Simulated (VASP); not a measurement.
Here is a VASP 6.6.1 calculation.

Contents of INCAR:

```
SYSTEM = ZrN
PREC = Accurate ; ENCUT = 520
EDIFF = 1E-8 ; ISMEAR = -1
SIGMA = 0.01 ; LREAL = .False.
LASPH = .True. ; NELM = 120
ALGO = Normal ; ISIF = 2
LWAVE = .False. ; LCHARG = .False.
LEFG = .True. ; NBANDS = 16
GGA_COMPAT = .False.
```

The input KPOINTS:

```
Automatic mesh
0
Gamma
  9 9 9
  0 0 0
```

File POSCAR:

```
ZrN
1.0
    0.0000000000      2.2842300000      2.2842300000
    2.2842300000      0.0000000000      2.2842300000
    2.2842300000      2.2842300000      0.0000000000
Zr N
1 1
Direct
    0.0000000000      0.0000000000      0.0000000000
    0.5000000000      0.5000000000      0.5000000000
```

Potentials or basis: VASP PAW LDA potentials, release 64 (Zr_sv, N).

Run with:

```sh
$ cat potpaw_LDA.64/Zr_sv/POTCAR potpaw_LDA.64/N/POTCAR > POTCAR
$ mpirun -np 1 vasp_std > vasp.out
```

(1) Predict the pressure.

(2) Estimate the band gap on the k mesh.

Results:

(1) -7.0 GPa.

(2) zero (an odd number of electrons rules out a gap without spin polarisation).

Caveat: the cell stands under tension.
